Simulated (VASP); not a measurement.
# MnAs: single point with PBEsol

The system is MnAs.

```
CELL_PARAMETERS angstrom
0.00000 2.78461 2.78461
2.78461 0.00000 2.78461
2.78461 2.78461 0.00000
ATOMIC_POSITIONS crystal
Mn 0.00000 0.00000 0.00000
As 0.25000 0.25000 0.25000
```

```
Program             : VASP 6.6.1
Task                : single point
Functional          : PBEsol
Potentials or basis : VASP PAW PBE potentials, release 64 (Mn_pv, As)
Cutoff              : 520 eV
k mesh              : 12 × 12 × 12
Occupations         : gaussian, width 0.05 eV
Spin                : collinear spin, ferromagnetic start
Starting moments    : [3.54, 0.0] μB
```

| Property | Result |
| --- | --- |
| Pressure | -1.2 GPa |
| Net moment | 3.51 μB per cell |
| Site moments | Mn +3.46; As -0.15 μB |
| Valence electrons inside the program's atomic spheres | Mn 11.57; As 2.85 |

Levels at points of the mesh, in eV from the Fermi level:
Spin up:
| k point | band 9 | band 10 | band 11 | band 12 | band 13 | band 14 |
| --- | --- | --- | --- | --- | --- | --- |
| (0.00, 0.00, 0.00) | -2.62 | 2.92 | 2.92 | 2.92 | 3.36 | 6.68 |
| (0.50, 0.00, 0.00) | -2.48 | -2.10 | 1.35 | 1.35 | 4.48 | 7.25 |
| (0.50, 0.50, 0.00) | -2.43 | -1.91 | -0.79 | -0.79 | 3.73 | 5.03 |
Spin down:
| k point | band 5 | band 6 | band 7 | band 8 | band 9 | band 10 |
| --- | --- | --- | --- | --- | --- | --- |
| (0.00, 0.00, 0.00) | -2.11 | -2.11 | -2.11 | 0.73 | 0.73 | 3.78 |
| (0.50, 0.00, 0.00) | -4.42 | -1.91 | -1.91 | 0.70 | 0.82 | 0.82 |
| (0.50, 0.50, 0.00) | -4.28 | -1.80 | -1.80 | -0.27 | 0.92 | 1.09 |

Wall time 62 s on 1 thread of AMD EPYC 9R45 96-Core Processor (Zen 5) (shared host), peak memory 0.22 GiB.

Caveat: the PAW data sets were made with another functional, which shifts forces and pressure a little; a cell with one magnetic atom can't hold antiferromagnetic order, which such compounds often take.
